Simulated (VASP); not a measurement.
Crystal: Ru.

```
Ru
1.0
     2.44628    0.00000    0.00000
     0.00000    2.44628    0.00000
     0.00000    0.00000    2.44628
Ru
1
Direct
  0.00000 0.00000 0.00000
```

This isn't the form of Ru at room conditions, which is hcp.

```yaml
Program: VASP 6.6.1
Task: relaxation of cell and atoms
Functional: revPBE
Potentials_or_basis: VASP PAW PBE potentials, release 64 (Ru_pv)
Cutoff: 600 eV
k_mesh: 13 × 13 × 13
Occupations: fermi-dirac, width 0.1 eV
Spin: no spin polarisation
```

At the start: pressure 24.2 GPa; volume 14.64 Å³/atom.

Task: Where does the relaxation end?

Result: Over 17 steps the energy falls by 97.1 meV/atom and the volume is 16.04 Å³/atom (+9.6 %); space group Pm-3m (No. 221, to 0.1 Å) before and after.

The path:
```tsv
step	energy change (eV)	largest force (eV/Å)	pressure (GPa)	volume (Å³)
1	0.0000	0.0000	24.15	14.64
2	0.2876	0.0000	-26.31	19.83
3	-0.0966	0.0000	-1.47	16.16
4	-0.0971	0.0000	-0.22	16.06
5	-0.0971	0.0000	0.19	16.03
6	-0.0971	0.0000	0.20	16.03
7	-0.0971	0.0000	0.22	16.04
8	-0.0971	0.0000	0.17	16.04
9	-0.0971	0.0000	0.17	16.04
10	-0.0971	0.0000	0.17	16.04
11	-0.0971	0.0000	0.17	16.04
12	-0.0971	0.0000	0.17	16.04
13	-0.0971	0.0000	0.17	16.04
14	-0.0971	0.0000	0.18	16.04
15	-0.0971	0.0000	0.19	16.04
16	-0.0971	0.0000	0.13	16.04
17	-0.0971	0.0000	0.10	16.04
```

Final structure:
```xyz
1
Lattice="2.5220 0.0000 0.0000 0.0000 2.5220 0.0000 0.0000 0.0000 2.5220" Properties=species:S:1:pos:R:3 pbc="T T T"
Ru    0.0000    0.0000    2.5220
```

Caveat: the PAW data sets were made with another functional, which shifts forces and pressure a little.
